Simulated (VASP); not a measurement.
A run of VASP 6.6.1:

The input INCAR:

```
ALGO = Normal
EDIFF = 1E-7
EDIFFG = -0.01
ENCUT = 500
GGA = PE
GGA_COMPAT = F
IBRION = 2
ISIF = 3
ISMEAR = 0
LASPH = T
LCHARG = F
LREAL = F
LWAVE = F
NELM = 120
NELMIN = 4
NSW = 100
PREC = Accurate
SIGMA = 0.1
```

Contents of KPOINTS:

```
k-points
0
Gamma
  12 12 8
```

POSCAR

```
SnSbS
1.0
    3.8087716030      0.0000000000      0.0000000000
    0.0000000000      3.8087716030      0.0000000000
    0.0000000000      0.0000000000      6.1566336392
Sn Sb S
1 1 1
Direct
    0.0000000000      0.0000000000      0.5000000000
    0.0000000000      0.0000000000      0.0000000000
    0.5000000000      0.5000000000      0.0000000000
```

Potentials or basis: VASP PAW PBE potentials, release 64 (Sn_d, Sb, S).

Command:

```bash
$ cat potpaw_PBE.64/Sn_d/POTCAR potpaw_PBE.64/Sb/POTCAR potpaw_PBE.64/S/POTCAR > POTCAR
$ mpirun -np 1 vasp_std > vasp.out
```

Hardware: 1 thread of Oxide Virtual Turin-like Processor (shared host).

Q: Estimate the wall time of this run.

A: Run time: 3.8 min on 1 thread of Oxide Virtual Turin-like Processor, with other jobs on the host, peak memory 0.33 GiB. Counts: scf iterations 38, k points 140, ion steps 4.
